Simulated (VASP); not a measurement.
# Sb (R-3m) in VASP: single point with PBE+D3(BJ)

Aim: the single point of Sb with PBE+D3(BJ).

Everything below comes from runs of VASP 6.6.1. Logs are shortened: lines on timing, memory, paths and dates and some standing lists are left out, and cuts for length are marked.

**1. The cell of the first run**

Symmetry: R-3m, No. 166, trigonal system. Conventional cell: a = 4.301 Å, b = 4.301 Å, c = 11.232 Å, α = 90.00°, β = 90.00°, γ = 120.00°. Within 3.8 Å of Sb (site symmetry 3m) lie 6 Sb at 2.90 to 3.34 Å.

**2. Single point, PBE+D3(BJ)**

INCAR

```
SYSTEM = Sb
ALGO = Normal ; EDIFF = 1E-7
ENCUT = 520 ; GGA = PE
ISIF = 2 ; ISMEAR = 0
IVDW = 12 ; LASPH = .True.
LCHARG = .False. ; LREAL = .False.
LWAVE = .False. ; NBANDS = 12
NELM = 100 ; PREC = Accurate
SIGMA = 0.15
```

KPOINTS

```
k-points
0
Gamma
  15 15 15
  0 0 0
```

POSCAR

```
Sb
1.0
    2.1506003320      1.2416496806      3.7440000000
   -2.1506003320      1.2416496806      3.7440000000
    0.0000000000     -2.4832993611      3.7440000000
Sb
2
Direct
    0.2336400000      0.2336400000      0.2336400000
    0.7663600000      0.7663600000      0.7663600000
```

Potentials or basis: VASP PAW PBE potentials, release 64 (Sb).

The run is started by

```console
cat potpaw_PBE.64/Sb/POTCAR > POTCAR
mpirun -np 1 vasp_std > vasp.out
```

OUTCAR:

```text
SYSTEM = Sb
   EDIFF = 1E-7
   ENCUT = 520
   GGA = PE
   ISIF = 2
   ISMEAR = 0
   IVDW = 12
   LASPH = .True.
   LREAL = .False.
   NELM = 100
   PREC = Accurate
 IVDW          = 12

 ion  position               nearest neighbor table
   1  0.234  0.234  0.234-   2 2.90   2 2.90   2 2.90   2 3.34   2 3.34   2 3.34
   2  0.766  0.766  0.766-   1 2.90   1 2.90   1 2.90   1 3.34   1 3.34   1 3.34

  LATTYP: Found a trigonal (rhomboedric) cell.
 ALAT       =     4.4926953733
 COS(alpha) =     0.5417151843

  Lattice vectors:

 A1 = (   2.1506003320,   1.2416496806,   3.7440000000)
 A2 = (  -2.1506003320,   1.2416496806,   3.7440000000)
 A3 = (   0.0000000000,  -2.4832993611,   3.7440000000)

Analysis of symmetry for initial positions (statically):
=====================================================================
 Subroutine PRICEL returns:
 Original cell was already a primitive cell.

 Routine SETGRP: Setting up the symmetry group for a
 trigonal (rhombohedral) supercell.

 Subroutine GETGRP returns: Found 12 space group operations
 (whereof 12 operations were pure point group operations)
 out of a pool of 12 trial point group operations.

The static configuration has the point symmetry D_3d.

Analysis of symmetry for dynamics (positions and initial velocities):
=====================================================================
 Subroutine PRICEL returns:
 Original cell was already a primitive cell.

 Routine SETGRP: Setting up the symmetry group for a
 trigonal (rhombohedral) supercell.

 Subroutine GETGRP returns: Found 12 space group operations
 (whereof 12 operations were pure point group operations)
 out of a pool of 12 trial point group operations.

The dynamic configuration has the point symmetry D_3d.

 Subroutine INISYM returns: Found 12 space group operations
 (whereof 12 operations are pure point group operations),
 and found     1 'primitive' translations

----------------------------------------------------------------------------------------

                                     Primitive cell

  volume of cell :      59.9854

  direct lattice vectors                    reciprocal lattice vectors
     2.150600332  1.241649681  3.744000000     0.232493222  0.134230024  0.089031339
    -2.150600332  1.241649681  3.744000000    -0.232493222  0.134230024  0.089031339
     0.000000000 -2.483299361  3.744000000     0.000000000 -0.268460048  0.089031339

  length of vectors
[... 91 lines left out ...]
   TEBEG  =    0.0;   TEEND  =   0.0 temperature during run
   PSTRESS=    0.0 pullay stress
   NELECT =      10.0000    total number of electrons
   NUPDOWN=      -1.0000    fix difference up-down
   EMIN   =  10.00;   EMAX   =-10.00  energy-range for DOS
   EFERMI =   0.00;   METHOD = LEGACY
   ISMEAR =     0;   SIGMA  =   0.15  broadening in eV -4-tet -1-fermi 0-gaus
   EFERMI_NEDOS =   21; number of points for ismear=-14 and -15
   IALGO  =     38    algorithm
   IMIX   =      4    mixing-type and parameters
     AMIX     =   0.40;   BMIX     =  1.00
     AMIX_MAG =   1.60;   BMIX_MAG =  1.00
  volume/ion in A,a.u.               =      29.99       202.40
  Fermi-wavevector in a.u.,A,eV,Ry     =   0.901003  1.702649 11.045295  0.811806
  Thomas-Fermi vector in A             =   2.024030
   LORBIT       =      0    0 simple, 1 ext, 2 COOP (PROOUT), +10 PAW based schemes
   GGA     = PE    functional components
   LHFCALC =     F    Hartree Fock is set to
   AEXX    =    0.0000 exact exchange contribution
   IVDW    =    12    specifies the selected vdW correction
   LEPSILON=     F    determine dielectric tensor
   LRPA    =     F    only Hartree local field effects (RPA)
 non-spin polarized calculation
 Gauss-broadening in eV      SIGMA  =   0.15
  energy-cutoff  :      520.00
  volume of cell :       59.99
 maximum number of plane-waves:      1629
 NGX is ok and might be reduce to    36
   NGX = 17   NGY = 17   NGZ = 17

 number of electron      10.0000000 magnetization

 Free energy of the ion-electron system (eV)
  ---------------------------------------------------
  ext. energy  EPLUGINS =         0.00000000
  ---------------------------------------------------
  free energy    TOTEN  =        -8.24169610 eV

  energy without entropy =       -8.23970619  energy(sigma->0) =       -8.24070114

 E-fermi :   7.3646     XC(G=0):  -9.5602

 val. band max:        7.3193940238   @ k =   0.4000   0.2667   0.2667
 cond. band min:       7.3893911355   @ k =   0.3333   0.1333   0.1333
 fundamental gap:      0.0699971117
 Fermi energy:         7.3646056498

 k-point     1 :       0.0000    0.0000    0.0000
  band No.  band energies     occupation
      1      -5.4032      2.00000
      2       2.6231      2.00000
      3       5.3048      2.00000
      4       5.5536      2.00000
      5       5.5536      2.00000
      6       9.4453      0.00000
      7      10.0834      0.00000
      8      10.0834      0.00000
      9      12.4435      0.00000
     10      12.4435      0.00000
     11      12.6188      0.00000
     12      13.9458      0.00000
[... 331 lines left out ...]
 k-point    24 :       0.2000    0.1333   -0.0000
  band No.  band energies     occupation
      1      -4.9805      2.00000
      2       1.2591      2.00000
      3       4.6729      2.00000
      4       4.9840      2.00000
      5       6.8266      2.00000
      6       8.0960      0.00000
      7       9.7459      0.00000
      8      10.4351      0.00000
      9      11.5519      0.00000
     10      13.1486      0.00000
     11      13.5181      0.00000
     12      14.8973      0.00000

 [... further k-points ...]

------------------------ aborting loop because EDIFF is reached ----------------------------------------

 Edisp (eV)   -0.95205

 E8    (eV) :    -0.4442

  FORCE on cell =-STRESS in cart. coord.  units (eV):
  Direction    XX          YY          ZZ          XY          YZ          ZX
  --------------------------------------------------------------------------------------
  -------------------------------------------------------------------------------------
  Total       0.27484     0.27484     0.06425    -0.00000     0.00000     0.00000
  in kB       7.34084     7.34084     1.71605    -0.00000     0.00000     0.00000
  external pressure =        5.47 kB  Pullay stress =        0.00 kB

 VOLUME and BASIS-vectors are now :
 -----------------------------------------------------------------------------
  energy-cutoff  :      520.00
  volume of cell :       59.99
      direct lattice vectors                 reciprocal lattice vectors
     2.150600332  1.241649681  3.744000000     0.232493222  0.134230024  0.089031339
    -2.150600332  1.241649681  3.744000000    -0.232493222  0.134230024  0.089031339
     0.000000000 -2.483299361  3.744000000     0.000000000 -0.268460048  0.089031339

 POSITION                                       TOTAL-FORCE (eV/Angst)
 -----------------------------------------------------------------------------------
      0.00000      0.00000      2.62424         0.000000      0.000000      0.273689
      0.00000      0.00000      8.60776         0.000000     -0.000000     -0.273689
 -----------------------------------------------------------------------------------
    total drift:                                0.000000     -0.000000      0.000000

  FREE ENERGIE OF THE ION-ELECTRON SYSTEM (eV)
  ---------------------------------------------------
  free  energy   TOTEN  =        -9.1937487949 eV

  energy  without entropy=       -9.1917588888  energy(sigma->0) =       -9.19275384
```

OSZICAR:

```text
N       E                     dE             d eps       ncg     rms          rms(c)
DAV:   1     0.352704986785E+02    0.35270E+02   -0.35264E+03  8256   0.653E+02
DAV:   2    -0.628321467135E+01   -0.41554E+02   -0.40067E+02 10820   0.107E+02
DAV:   3    -0.822727502379E+01   -0.19441E+01   -0.19287E+01 10092   0.257E+01
DAV:   4    -0.824410307671E+01   -0.16828E-01   -0.16826E-01  9612   0.290E+00
DAV:   5    -0.824430850464E+01   -0.20543E-03   -0.20543E-03 10080   0.349E-01    0.306E+00
DAV:   6    -0.824229310750E+01    0.20154E-02   -0.29422E-03  9680   0.347E-01    0.185E+00
DAV:   7    -0.824155479305E+01    0.73831E-03   -0.68787E-03  9628   0.528E-01    0.754E-02
DAV:   8    -0.824166394251E+01   -0.10915E-03   -0.26158E-04 10148   0.975E-02    0.274E-02
DAV:   9    -0.824169525591E+01   -0.31313E-04   -0.47268E-05  9804   0.409E-02    0.630E-03
DAV:  10    -0.824169606004E+01   -0.80413E-06   -0.55600E-06  9812   0.126E-02    0.175E-03
DAV:  11    -0.824169609623E+01   -0.36192E-07   -0.51792E-07  9908   0.455E-03
   1 F= -.91937488E+01 E0= -.91927538E+01  d E =-.198991E-02
```

It took 73 s on 1 thread of Intel Xeon 6975P-C (Granite Rapids), shared host; peak memory 0.36 GiB.

Results:

```yaml
Free_energy: -9.1937 eV
Pressure: 0.5 GPa
Largest_force: 0.274 eV/Å
Band_gap_on_the_k_mesh: zero (band 5 reaches 7.40 eV, above the bottom of band 6 at 7.28 eV)
Dispersion_energy_per_atom: -0.476 eV
```

Forces on the atoms (eV/Å):
```
Sb   0.000  0.000  0.274
Sb   0.000  0.000 -0.274
```

Stress tensor (GPa, compression positive):
```
0.73 0.00 0.00
0.00 0.73 0.00
0.00 0.00 0.17
```

Levels at points of the mesh, in eV from the Fermi level:
```csv
k point,band 2,band 3,band 4,band 5,band 6,band 7,band 8,band 9
"(0.00, 0.00, 0.00)",-4.74,-2.06,-1.81,-1.81,2.08,2.72,2.72,5.08
```

Caveat: spin-orbit coupling is left out, which moves the levels of the heavy elements; pairwise dispersion overbinds metals, which lowers pressure and volume.
